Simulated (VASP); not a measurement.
Write the native input for VASP 6.6.1 that does the following.

- Task: single point
- Functional: BLYP
- Potentials or basis: VASP PAW PBE potentials, release 64 (Pd)
- Cutoff: 520 eV
- k mesh: 10 × 10 × 10
- Occupations: fermi-dirac, width 0.1 eV
- Spin: no spin polarisation
- Dipole correction: no
- Further INCAR settings: ALGO = Normal; EDIFF = 1e-06; NBANDS = 17

The structure of Pd lies in POSCAR:

```
Pd
1.0
    0.0000000000      2.8856076206      2.8856076206
    2.8856076206      0.0000000000      2.8856076206
    2.8856076206      2.8856076206      0.0000000000
Pd
2
Direct
    0.1250000000      0.1250000000      0.1250000000
    0.8750000000      0.8750000000      0.8750000000
```

This cell differs from its parent crystal: volume scaled by 0.92.

The input as run:

INCAR

```
SYSTEM = Pd
PREC = Accurate ; ENCUT = 520
EDIFF = 1E-6 ; ISMEAR = -1
SIGMA = 0.1 ; LREAL = .FALSE.
LASPH = .TRUE. ; NELM = 60
ALGO = Normal ; ISIF = 2
LWAVE = .FALSE. ; LCHARG = .FALSE.
GGA = B5 ; ALDAX = 1.0
AGGAX = 1.0 ; AGGAC = 1.0
ALDAC = 0.0 ; NBANDS = 17
```

KPOINTS

```
regular mesh
0
G
  10 10 10
  0 0 0
```

Potentials or basis: VASP PAW PBE potentials, release 64 (Pd).

Launch:

```bash
$ cat potpaw_PBE.64/Pd/POTCAR > POTCAR
$ mpirun -np 1 vasp_std > vasp.out
```

It gave:

```
Pressure               : 5.8 GPa
Band gap on the k mesh : zero (band 10 reaches 4.61 eV, above the bottom of band 11 at 4.25 eV)
```

Caveat: the PAW data sets were made with another functional, which shifts forces and pressure a little.

Wall time 24 s on 1 thread of AMD EPYC 9R45 96-Core Processor (Zen 5), with other jobs on the host, peak memory 0.15 GiB.
